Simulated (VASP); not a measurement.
# InAgF2 (P-3m1) in VASP: further runs

The runs below take InAgF2 through single point, relaxation of cell and atoms, with PBE.

Program: VASP 6.6.1. These are calculated values, not measurements. Logs are shortened: lines on timing, memory, paths and dates and some standing lists are left out, and cuts for length are marked.

**1. The cell of the first run**

It takes space group P-3m1 (No. 164, trigonal). The conventional cell has a = 3.746 Å, b = 3.746 Å, c = 6.074 Å, α = 90.00°, β = 90.00°, γ = 120.00°. In (site symmetry -3m) has 6 F at 2.75 Å and 2 Ag at 3.04 Å within 3.6 Å. Within 3.4 Å of Ag (site symmetry -3m) lie 6 F at 2.54 Å and 2 In at 3.04 Å. F (site symmetry 3m) has 3 Ag at 2.54 Å and 3 In at 2.75 Å and 3 F at 3.44 Å within 3.5 Å.

**2. Single point, PBE**

INCAR

```
PREC = Accurate ; ENCUT = 520
EDIFF = 1E-6 ; ISMEAR = 0
SIGMA = 0.1 ; LREAL = False
LASPH = True ; NELM = 80
ALGO = Normal ; ISIF = 2
LWAVE = False ; LCHARG = False
GGA = PE ; NBANDS = 27
```

KPOINTS

```
Automatic mesh
0
Gamma
  6 6 4
```

POSCAR

```
InAgF2
1.0
    3.7461952147      0.0000000000      0.0000000000
   -1.8730976074      3.2443002235      0.0000000000
    0.0000000000      0.0000000000      6.0741650218
In Ag F
1 1 2
Direct
    0.0000000000      0.0000000000      0.0000000000
    0.0000000000      0.0000000000      0.5000000000
    0.3333333333      0.6666666667      0.7204429568
    0.6666666667      0.3333333333      0.2795570432
```

Potentials or basis: VASP PAW PBE potentials, release 64 (In_d, Ag, F).

Started as:

```
$ cat potpaw_PBE.64/In_d/POTCAR potpaw_PBE.64/Ag/POTCAR potpaw_PBE.64/F/POTCAR > POTCAR
$ mpirun -np 1 vasp_std > vasp.out
```

OUTCAR:

```text
PREC = Accurate
   ENCUT = 520
   EDIFF = 1E-6
   ISMEAR = 0
   LREAL = False
   LASPH = True
   NELM = 80
   ISIF = 2
   GGA = PE

 ion  position               nearest neighbor table
   1  0.000  0.000  0.000-   3 2.75   4 2.75   4 2.75   3 2.75   4 2.75   3 2.75   2 3.04   2 3.04

   2  0.000  0.000  0.500-   3 2.54   4 2.54   4 2.54   3 2.54   4 2.54   3 2.54   1 3.04   1 3.04

   3  0.333  0.667  0.720-   2 2.54   2 2.54   2 2.54   1 2.75   1 2.75   1 2.75
   4  0.667  0.333  0.280-   2 2.54   2 2.54   2 2.54   1 2.75   1 2.75   1 2.75

  LATTYP: Found a hexagonal cell.
 ALAT       =     3.7461952147
 C/A-ratio  =     1.6214224496

  Lattice vectors:

 A1 = (   3.7461952147,   0.0000000000,   0.0000000000)
 A2 = (  -1.8730976074,   3.2443002235,   0.0000000000)
 A3 = (   0.0000000000,   0.0000000000,   6.0741650218)

Analysis of symmetry for initial positions (statically):
=====================================================================
 Subroutine PRICEL returns:
 Original cell was already a primitive cell.

 Routine SETGRP: Setting up the symmetry group for a
 hexagonal supercell.

 Subroutine GETGRP returns: Found 12 space group operations
 (whereof 12 operations were pure point group operations)
 out of a pool of 24 trial point group operations.

The static configuration has the point symmetry D_3d.

Analysis of symmetry for dynamics (positions and initial velocities):
=====================================================================
 Subroutine PRICEL returns:
 Original cell was already a primitive cell.

 Routine SETGRP: Setting up the symmetry group for a
 hexagonal supercell.

 Subroutine GETGRP returns: Found 12 space group operations
 (whereof 12 operations were pure point group operations)
 out of a pool of 24 trial point group operations.

The dynamic configuration has the point symmetry D_3d.

 Subroutine INISYM returns: Found 12 space group operations
 (whereof 12 operations are pure point group operations),
 and found     1 'primitive' translations

----------------------------------------------------------------------------------------

                                     Primitive cell

  volume of cell :      73.8241

  direct lattice vectors                    reciprocal lattice vectors
     3.746195215  0.000000000  0.000000000     0.266937504  0.154116440  0.000000000
    -1.873097607  3.244300223  0.000000000     0.000000000  0.308232880  0.000000000
     0.000000000  0.000000000  6.074165022     0.000000000  0.000000000  0.164631681

  length of vectors
     3.746195215  3.746195215  6.074165022     0.308232880  0.308232880  0.164631681

  position of ions in fractional coordinates (direct lattice)
     0.000000000  0.000000000  0.000000000
     0.000000000  0.000000000  0.500000000
     0.333333333  0.666666667  0.720442957
     0.666666667  0.333333333  0.279557043

  ion indices of the primitive-cell ions
   primitive index   ion index
                 1           1
                 2           2
                 3           3
                 4           4

----------------------------------------------------------------------------------------

 KPOINTS: Automatic mesh

Automatic generation of k-mesh.
 Grid dimensions read from file:
 generate k-points for:    6    6    4

 Generating k-lattice:

  Cartesian coordinates                     Fractional coordinates (reciprocal lattice)
     0.044489584  0.025686073  0.000000000     0.166666667  0.000000000  0.000000000
     0.000000000  0.051372147  0.000000000     0.000000000  0.166666667  0.000000000
     0.000000000  0.000000000  0.041157920     0.000000000  0.000000000  0.250000000

  Length of vectors
     0.051372147  0.051372147  0.041157920

  Shift w.r.t. Gamma in fractional coordinates (k-lattice)
     0.000000000  0.000000000  0.000000000

 Subroutine IBZKPT returns following result:
 ===========================================

 Found     24 irreducible k-points:

 Following reciprocal coordinates:
            Coordinates               Weight
  0.000000  0.000000  0.000000      1.000000
  0.166667 -0.000000  0.000000      6.000000
  0.333333 -0.000000  0.000000      6.000000
  0.500000  0.000000  0.000000      3.000000
  0.166667  0.166667  0.000000      6.000000
  0.333333  0.166667  0.000000     12.000000
[... 16 lines left out ...]
  0.333333  0.166667  0.500000     12.000000
  0.333333  0.333333  0.500000      2.000000
   k-points           NKPTS =     24   k-points in BZ     NKDIM =     24   number of bands    NBANDS=     27
   number of dos      NEDOS =    301   number of ions     NIONS =      4
   total plane-waves  NPLWV =  37632
   dimension x,y,z NGX =    28 NGY =   28 NGZ =   48
   dimension x,y,z NGXF=    56 NGYF=   56 NGZF=   96
   ions per type =               1   1   2
   NGX,Y,Z   is equivalent  to a cutoff of  12.43, 12.43, 13.14 a.u.
   NGXF,Y,Z  is equivalent  to a cutoff of  24.85, 24.85, 26.27 a.u.
 SYSTEM =  unknown system
[... 32 lines left out ...]
  Thomas-Fermi vector in A             =   2.442431
   LORBIT       =      0    0 simple, 1 ext, 2 COOP (PROOUT), +10 PAW based schemes
   GGA     = PE    functional components
   LHFCALC =     F    Hartree Fock is set to
   AEXX    =    0.0000 exact exchange contribution
   IVDW    =     0    specifies the selected vdW correction
   LEPSILON=     F    determine dielectric tensor
   LRPA    =     F    only Hartree local field effects (RPA)
 non-spin polarized calculation
 Gauss-broadening in eV      SIGMA  =   0.10
  energy-cutoff  :      520.00
  volume of cell :       73.82
 maximum number of plane-waves:      2005
   NGX = 13   NGY = 13   NGZ = 23

 number of electron      38.0000004 magnetization

 Free energy of the ion-electron system (eV)
  ---------------------------------------------------
  ext. energy  EPLUGINS =         0.00000000
  ---------------------------------------------------
  free energy    TOTEN  =       -13.88468853 eV

  energy without entropy =      -13.88448358  energy(sigma->0) =      -13.88458605

 E-fermi :   3.4041     XC(G=0):  -9.6201

 val. band max:        3.2632691397   @ k =   0.3333   0.3333   0.0000
 cond. band min:       3.5227280387   @ k =   0.0000   0.0000   0.5000
 fundamental gap:      0.2594588990
 Fermi energy:         3.4041046669

 k-point     1 :       0.0000    0.0000    0.0000
  band No.  band energies     occupation
      1     -18.8262      2.00000
      2     -18.7149      2.00000
      3     -10.3204      2.00000
      4     -10.2934      2.00000
      5     -10.2934      2.00000
      6     -10.2014      2.00000
[... 19 lines left out ...]
     26      16.3585      0.00000
     27      16.3693      0.00000

 k-point     2 :       0.1667   -0.0000    0.0000
  band No.  band energies     occupation
      1     -18.8045      2.00000
      2     -18.7142      2.00000
      3     -10.3126      2.00000
      4     -10.2873      2.00000
      5     -10.2658      2.00000
      6     -10.2074      2.00000
[... 19 lines left out ...]
     26      15.6130      0.00000
     27      16.2261      0.00000

 k-point     3 :       0.3333   -0.0000    0.0000
  band No.  band energies     occupation
      1     -18.7590      2.00000
      2     -18.7153      2.00000
      3     -10.3246      2.00000
      4     -10.2540      2.00000
      5     -10.2178      2.00000
      6     -10.2151      2.00000
[... 19 lines left out ...]
     26      14.9074      0.00000
     27      16.1228      0.00000

 k-point     4 :       0.5000    0.0000    0.0000
  band No.  band energies     occupation
      1     -18.7268      2.00000
      2     -18.7250      2.00000
      3     -10.3326      2.00000
      4     -10.2454      2.00000
      5     -10.2205      2.00000
      6     -10.2098      2.00000
[... 19 lines left out ...]
     26      14.6217      0.00000
     27      15.7987      0.00000
[... 516 lines left out ...]
      4     -10.2814      2.00000
      5     -10.2231      2.00000
      6     -10.2148      2.00000
[... 19 lines left out ...]
     26      13.7103      0.00000
     27      15.7508      0.00000

 k-point    23 :       0.3333    0.1667    0.5000
  band No.  band energies     occupation
      1     -18.7324      2.00000
      2     -18.7194      2.00000
      3     -10.2995      2.00000
      4     -10.2434      2.00000
      5     -10.2237      2.00000
      6     -10.2162      2.00000
[... 19 lines left out ...]
     26      13.1779      0.00000
     27      15.2150      0.00000

 k-point    24 :       0.3333    0.3333    0.5000
  band No.  band energies     occupation
      1     -18.7204      2.00000
      2     -18.7204      2.00000
      3     -10.2467      2.00000
      4     -10.2467      2.00000
      5     -10.2392      2.00000
      6     -10.2145      2.00000
[... 19 lines left out ...]
     26      13.6763      0.00000
     27      16.5578      0.00000

------------------------ aborting loop because EDIFF is reached ----------------------------------------

  FORCE on cell =-STRESS in cart. coord.  units (eV):
  Direction    XX          YY          ZZ          XY          YZ          ZX
  --------------------------------------------------------------------------------------
  -------------------------------------------------------------------------------------
  Total       -0.0132351     -0.0132351     -0.1383779      0.0000000      0.0000000      0.0000000
  in kB       -0.2872364     -0.2872364     -3.0031661      0.0000000      0.0000000      0.0000000
  external PRESSURE =      -1.1925463 kB  Pullay stress =       0.0000000 kB

 VOLUME and BASIS-vectors are now :
 -----------------------------------------------------------------------------
  energy-cutoff  :      520.00
  volume of cell :       73.82
      direct lattice vectors                 reciprocal lattice vectors
     3.746195215  0.000000000  0.000000000     0.266937504  0.154116440  0.000000000
    -1.873097607  3.244300223  0.000000000     0.000000000  0.308232880  0.000000000
     0.000000000  0.000000000  6.074165022     0.000000000  0.000000000  0.164631681

 POSITION                                       TOTAL-FORCE (eV/Angst)
 -----------------------------------------------------------------------------------
      0.00000      0.00000      0.00000        -0.000000      0.000000     -0.000000
      0.00000      0.00000      3.03708        -0.000000      0.000000     -0.000000
     -0.00000      2.16287      4.37609        -0.000000      0.000000      0.003559
      1.87310      1.08143      1.69808         0.000000     -0.000000     -0.003559
 -----------------------------------------------------------------------------------
    total drift:                                0.000000      0.000000      0.000000

  FREE ENERGIE OF THE ION-ELECTRON SYSTEM (eV)
  ---------------------------------------------------
  free  energy   TOTEN  =       -13.8846885310 eV

  energy  without entropy=      -13.8844835767  energy(sigma->0) =      -13.88458605
```

Run time: 59 s. Hardware: 1 thread of AMD EPYC 7R13, shared host; peak memory 0.21 GiB.

Results:

- Free energy: -13.8847 eV
- Pressure: -0.1 GPa
- Largest force: 0.004 eV/Å
- Band gap on the k mesh: 0.26 eV (least direct gap 1.44 eV)

Forces in eV/Å, atoms in the order of the input:
```
In   0.000  0.000  0.000
Ag   0.000  0.000  0.000
F    0.000  0.000  0.004
F    0.000  0.000 -0.004
```

Stress tensor (GPa, compression positive):
```
-0.03  0.00  0.00
 0.00 -0.03  0.00
 0.00  0.00 -0.30
```

Caveat: semilocal functionals underestimate gaps, and a narrow one can read as zero; spin-orbit coupling is left out, which moves the levels of the heavy elements.

**3. Relaxation of cell and atoms, PBE**

This run uses another cell than the first one, of 14.14 Å³/atom.

INCAR

```
SYSTEM = InAgF2
ALGO = Normal
EDIFF = 1E-6
EDIFFG = -0.04
ENCUT = 600
GGA = PE
IBRION = 2
ISIF = 3
ISMEAR = 0
LASPH = .TRUE.
LCHARG = .FALSE.
LREAL = .FALSE.
LWAVE = .FALSE.
NELM = 100
NSW = 90
PREC = Accurate
SIGMA = 0.1
```

KPOINTS

```
k-points
0
G
  6 6 4
  0 0 0
```

POSCAR

```
InAgF2
1.0
    3.4102466000      0.0000000000      0.0000000000
   -1.7051233000      2.9533601900      0.0000000000
    0.0000000000      0.0000000000      5.6175727200
In Ag F
1 1 2
Direct
    0.0000000000      0.0000000000      0.0000000000
    0.0000000000      0.0000000000      0.5000000000
    0.3333333300      0.6666666700      0.7587244300
    0.6666666700      0.3333333300      0.2412755700
```

Potentials or basis: VASP PAW PBE potentials, release 64 (In_d, Ag, F).

Started as:

```
$ cat potpaw_PBE.64/In_d/POTCAR potpaw_PBE.64/Ag/POTCAR potpaw_PBE.64/F/POTCAR > POTCAR
$ mpirun -np 1 vasp_std > vasp.out
```

It took 8.1 min on 1 thread of AMD EPYC 7R13, shared host; peak memory 0.23 GiB.

Results (log left out):

```yaml
Free_energy: -13.8605 eV
Relaxed_volume: 18.39 Å³/atom
Relaxed_cell: a = 3.755 Å, b = 3.755 Å, c = 6.024 Å, α = 90.00°, β = 90.00°, γ = 120.00°
Space_group_after_relaxing_to_0.1_Å: P-3m1 (No. 164)
Energy_gained_by_relaxing: 276.6 meV/atom
Ionic_steps: 11
Pressure_after_relaxing: 0.0 GPa
Largest_force_after_relaxing: 0.023 eV/Å
Band_gap_on_the_k_mesh: 0.25 eV (least direct gap 1.44 eV)
```

Forces on the atoms (eV/Å):
```
In   0.000  0.000  0.000
Ag   0.000  0.000  0.000
F    0.000  0.000  0.023
F    0.000  0.000 -0.023
```

Step by step:
```tsv
step	energy change (eV)	largest force (eV/Å)	pressure (GPa)	volume (Å³)
1	0.0000	0.7202	23.74	56.58
2	-0.9997	0.4375	-0.94	75.53
3	-1.0022	0.4348	0.03	73.89
4	-1.0025	0.4365	-0.19	74.26
5	-1.0250	0.4216	-0.17	74.24
6	-1.0764	0.2628	-0.17	74.13
7	-1.0910	0.0507	0.02	73.79
8	-1.0988	0.0650	-0.11	73.94
9	-1.1024	0.0475	0.05	73.60
10	-1.1053	0.0000	0.51	72.89
11	-1.1066	0.0225	-0.01	73.56
```

Final structure:
```
CELL_PARAMETERS angstrom
3.75506 0.00000 0.00000
-1.87753 3.25198 0.00000
0.00000 0.00000 6.02393
ATOMIC_POSITIONS crystal
In 0.00000 0.00000 0.00000
Ag 0.00000 0.00000 0.50000
F 0.33333 0.66667 0.71934
F 0.66667 0.33333 0.28066
```

Levels at points of the mesh, in eV from the valence-band top:
| k point | band 15 | band 16 | band 17 | band 18 | band 19 | band 20 | band 21 | band 22 | band 23 |
| --- | --- | --- | --- | --- | --- | --- | --- | --- | --- |
| (0.00, 0.00, 0.00) | -2.24 | -2.24 | -2.15 | -1.18 | -1.18 | 2.07 | 3.22 | 7.81 | 7.81 |
| (0.50, 0.00, 0.00) | -2.02 | -1.96 | -1.57 | -1.19 | -0.13 | 1.79 | 4.27 | 4.80 | 6.42 |
| (0.00, 0.00, 0.50) | -2.26 | -2.26 | -1.82 | -1.19 | -1.19 | 0.25 | 7.42 | 7.69 | 8.10 |
| (0.50, 0.00, 0.50) | -2.02 | -1.96 | -1.67 | -1.24 | -0.84 | 2.03 | 3.61 | 5.86 | 6.46 |

Caveat: the volume moved by over 15 % at a fixed basis, so the end points are rough; semilocal functionals underestimate gaps, and a narrow one can read as zero; spin-orbit coupling is left out, which moves the levels of the heavy elements.

**4. Single point, PBE, collinear spin**

This run uses another cell than the first one, of 14.14 Å³/atom.

INCAR

```
ALGO     = Normal         # electronic algorithm
EDIFF    = 1E-7           # SCF threshold, eV
ENCUT    = 520            # plane-wave cutoff, eV
GGA      = PE             # functional
ISIF     = 2              # what is computed and relaxed
ISMEAR   = 0              # smearing method
ISPIN    = 2              # spin polarisation
LASPH    = T              # aspherical terms in the spheres
LCHARG   = F              # write CHGCAR
LMAXMIX  = 4              # l up to which the mixer works
LORBIT   = 11             # projections on sites
LREAL    = F              # projectors in reciprocal space
LWAVE    = F              # write WAVECAR
MAGMOM   = 0 1 0 0        # initial moments
NBANDS   = 31             # bands
NELM     = 150            # most SCF steps
PREC     = Accurate       # precision mode
SIGMA    = 0.1            # smearing width, eV
```

KPOINTS

```
k-points
0
Gamma
  6 6 4
```

POSCAR is that of step 3.

Started as:

```
$ cat potpaw_PBE.64/In_d/POTCAR potpaw_PBE.64/Ag/POTCAR potpaw_PBE.64/F/POTCAR > POTCAR
$ mpirun -np 1 vasp_std > vasp.out
```

Run time: 3.8 min. Hardware: 1 thread of AMD EPYC 7R13, shared host; peak memory 0.24 GiB.

The run converged. Its results:

```
Free energy                                           : -12.7499 eV
Pressure                                              : 23.8 GPa
Largest force                                         : 0.721 eV/Å
Band gap on the k mesh                                : zero (filled and empty bands overlap)
Net moment                                            : 0.00 μB per cell
Valence electrons inside the program's atomic spheres : In 11.36; Ag 9.78; F 6.07
```

Forces on the atoms (eV/Å):
```
In   0.000  0.000  0.000
Ag   0.000  0.000  0.000
F    0.000  0.000 -0.721
F    0.000  0.000  0.721
```

Stress tensor (GPa, compression positive):
```
23.17  0.00  0.00
 0.00 23.17  0.00
 0.00  0.00 25.09
```

Levels at points of the mesh, in eV from the Fermi level:
Spin up:
```csv
k point,band 15,band 16,band 17,band 18,band 19,band 20,band 21,band 22,band 23,band 24
"(0.00, 0.00, 0.00)",-4.21,-4.11,-4.11,-3.19,-3.19,0.66,2.39,8.33,8.33,12.21
"(0.50, 0.00, 0.00)",-3.70,-3.62,-3.26,-3.03,0.10,1.02,3.85,4.21,5.18,7.25
"(0.00, 0.00, 0.50)",-4.14,-4.14,-3.21,-3.21,-3.06,-1.56,6.66,7.14,8.91,8.91
"(0.50, 0.00, 0.50)",-3.78,-3.62,-3.41,-3.13,-0.66,1.37,3.11,3.96,7.30,8.12
```
Spin down:
```
           k point  band 16  band 17  band 18  band 19  band 20  band 21  band 22  band 23
(0.00, 0.00, 0.00)    -4.11    -4.11    -3.19    -3.19     0.66     2.39     8.33     8.33
(0.50, 0.00, 0.00)    -3.62    -3.26    -3.03     0.10     1.02     3.85     4.21     5.18
(0.00, 0.00, 0.50)    -4.14    -3.21    -3.21    -3.06    -1.56     6.66     7.14     8.91
(0.50, 0.00, 0.50)    -3.62    -3.41    -3.13    -0.66     1.37     3.11     3.96     7.30
```

Caveat: the cell stands under pressure; spin-orbit coupling is left out, which moves the levels of the heavy elements.

**5. The runs side by side**

```csv
task,spin,cell,cutoff (eV),gap on the mesh (eV),pressure (GPa),largest force (eV/Å)
single point,off,"a = 3.746, b = 3.746, c = 6.074 Å, angles 90.0, 90.0, 120.0°, 4 atoms, atomic positions A",520,0.26,-0.1,-
relaxation of cell and atoms,off,"relaxed from a = 3.410, b = 3.410, c = 5.618 Å, angles 90.0, 90.0, 120.0°, 4 atoms, atomic positions B",600,0.25,0.0,0.02
single point,collinear,"a = 3.410, b = 3.410, c = 5.618 Å, angles 90.0, 90.0, 120.0°, 4 atoms, atomic positions B",520,none,23.8,0.72
```

Alike in all rows: level PBE; potentials or basis VASP PAW PBE potentials, release 64 (In_d, Ag, F); k mesh 6 × 6 × 4; smearing gaussian 0.1 eV.

Caveats: spin-orbit coupling is left out, which moves the levels of the heavy elements; semilocal functionals underestimate gaps, and a narrow one can read as zero (at least some runs); the volume moved by over 15 % at a fixed basis, so the end points are rough (at least some runs); the cell stands under pressure (at least some runs).

Absolute energies hang on the potentials; compare differences alone.

The gap in the log of VASP goes by the Fermi energy; the results here count the filled bands.